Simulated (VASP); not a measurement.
La:

```
La
1.0
     3.75424    0.00000    0.00000
    -1.87712    3.25126    0.00000
     0.00000    0.00000    6.13067
La
2
Cartesian
  0.0000 2.1675 1.5327
  1.8771 1.0838 4.5980
```

* Program: VASP 6.6.1
* Task: relaxation of cell and atoms
* Functional: BLYP
* Potentials or basis: VASP PAW PBE potentials, release 64 (La)
* Cutoff: 600 eV
* k mesh: 10 × 10 × 5
* Occupations: fermi-dirac, width 0.1 eV
* Spin: no spin polarisation

At the start: pressure 2.2 GPa; volume 37.42 Å³/atom.

How do energy, volume and symmetry change on relaxing?

Over 7 steps the energy falls by 21.2 meV/atom and the volume is 40.60 Å³/atom (+8.5 %); space group P6_3/mmc (No. 194, to 0.05 Å).

The path:
```
step  energy change (eV)  largest force (eV/Å)  pressure (GPa)  volume (Å³)
   1              0.0000                0.0000            2.24        74.83
   2             -0.0413                0.0000            0.13        80.63
   3             -0.0415                0.0000           -0.02        81.08
   4             -0.0415                0.0000            0.04        80.95
   5             -0.0419                0.0000            0.04        80.97
   6             -0.0423                0.0000            0.04        81.02
   7             -0.0423                0.0000           -0.03        81.21
```

Final structure:
```
La
1.0
     3.87860    0.00000    0.00000
    -1.93930    3.35896    0.00000
     0.00000    0.00000    6.23342
La
2
Direct
  0.33333 0.66667 0.25000
  0.66667 0.33333 0.75000
```

Caveat: the PAW data sets were made with another functional, which shifts forces and pressure a little.
